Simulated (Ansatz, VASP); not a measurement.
One calculation of SnTe, two programs

```
Te Sn
1.0
     0.00000    3.19231    3.19231
     3.19231    0.00000    3.19231
     3.19231    3.19231    0.00000
Te Sn
1 1
Direct
  0.50000 0.50000 0.50000
  0.00000 0.00000 0.00000
```

Alike in both runs: task single point; functional r2SCAN; dispersion rVV10; k mesh 7 × 7 × 7; occupations fermi-dirac, width 0.05 eV; no spin polarisation.

```csv
,VASP,Ansatz
version,VASP 6.6.1,Ansatz 0.2.0
potentials or method,"VASP PAW PBE potentials, release 64 (Te, Sn_d)",Ansatz PAW
plane-wave cutoff (eV),520,500
valence electrons in the cell,20,30
```

```csv
,VASP,Ansatz,Ansatz less VASP
pressure (GPa),-1.0,-1.2,-0.14
```

VASP's potentials were made for PBE, not for r2SCAN. VASP's potentials hold 20 valence electrons a cell and Ansatz's 30, so a difference there can come from the potentials and not from the codes.

Spin-orbit coupling is off throughout.
